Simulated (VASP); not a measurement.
Here is a VASP 6.6.1 calculation.

The input INCAR:

```
ALGO = Normal
EDIFF = 1E-6
ENCUT = 600
GGA = CA
GGA_COMPAT = False
ISIF = 2
ISMEAR = 0
LASPH = True
LCHARG = False
LREAL = False
LWAVE = False
NBANDS = 26
NELM = 120
PREC = Accurate
SIGMA = 0.01
```

KPOINTS

```
k-points
0
Gamma
  7 7 4
```

File POSCAR:

```
GaN
1.0
    3.0928324674      0.0000000000      0.0000000000
   -1.5464162337      2.6784716964      0.0000000000
    0.0000000000      0.0000000000      5.0243938762
Ga N
2 2
Direct
    0.3333333333      0.6666666667      0.0000000000
    0.6666666667      0.3333333333      0.5000000000
    0.3333333333      0.6666666667      0.3750000000
    0.6666666667      0.3333333333      0.8750000000
```

Potentials or basis: VASP PAW LDA potentials, release 64 (Ga_d, N).

Run with:

```sh
$ cat potpaw_LDA.64/Ga_d/POTCAR potpaw_LDA.64/N/POTCAR > POTCAR
$ mpirun -np 1 vasp_std > vasp.out
```

(1) What does it give for the pressure?

(2) Estimate the band gap on the k mesh.

Results:

(1) 15.2 GPa.

(2) 2.55 eV.

Caveat: the cell stands under pressure.
